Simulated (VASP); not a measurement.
Set up this calculation in VASP 6.6.1, as the native input.

- Task: relaxation of volume and atoms at fixed shape
- Functional: LDA
- Potentials or basis: VASP PAW LDA potentials, release 64 (Mo_sv, Li_sv)
- Cutoff: 600 eV
- k mesh: 12 × 12 × 12
- Occupations: fermi-dirac, width 0.05 eV
- Spin: no spin polarisation
- Dipole correction: no
- Further INCAR settings: ALGO = Normal; EDIFF = 1e-06; IBRION = 2; EDIFFG = -0.03; NSW = 60; ISIF = 8

The structure of LiMo lies in POSCAR:

```
LiMo
1.0
    3.3300000000      0.0000000000      0.0000000000
    0.0000000000      3.3300000000      0.0000000000
    0.0000000000      0.0000000000      3.3300000000
Mo Li
1 1
Direct
    0.0000000000      0.0000000000      0.0000000000
    0.5000000000      0.5000000000      0.5000000000
```

These files were run (other wordings do the same):

INCAR

```
SYSTEM = LiMo
ALGO = Normal
EDIFF = 1E-6
EDIFFG = -0.03
ENCUT = 600
GGA = CA
IBRION = 2
ISIF = 8
ISMEAR = -1
LASPH = .True.
LCHARG = .False.
LREAL = .False.
LWAVE = .False.
NELM = 60
NSW = 60
PREC = Accurate
SIGMA = 0.05
```

KPOINTS

```
k-points
0
Gamma
  12 12 12
  0 0 0
```

Potentials or basis: VASP PAW LDA potentials, release 64 (Mo_sv, Li_sv).

Launch:

```bash
$ cat potpaw_LDA.64/Mo_sv/POTCAR potpaw_LDA.64/Li_sv/POTCAR > POTCAR
$ mpirun -np 1 vasp_std > vasp.out
```

Results of the run:

The relaxed volume is 12.50 Å³/atom. The relaxed cell is a = 2.924 Å, b = 2.924 Å, c = 2.924 Å, α = 90.00°, β = 90.00°, γ = 90.00°. The space group after relaxing (to 0.05 Å) is Pm-3m (No. 221) and the energy gained by relaxing is 591.5 meV/atom. The ionic steps are 3 and the pressure after relaxing is 0.1 GPa.

Caveat: the cutoff is under 1.25 times the usual one of these potentials, so pressure, stress and relaxed cells hold a basis-set (Pulay) error; the volume moved by over 15 % at a fixed basis, so the end points are rough.

Wall time 74 s on 1 thread of Intel(R) Xeon(R) Platinum 8375C CPU @ 2.90GHz (Ice Lake), on a shared host, peak memory 0.18 GiB.
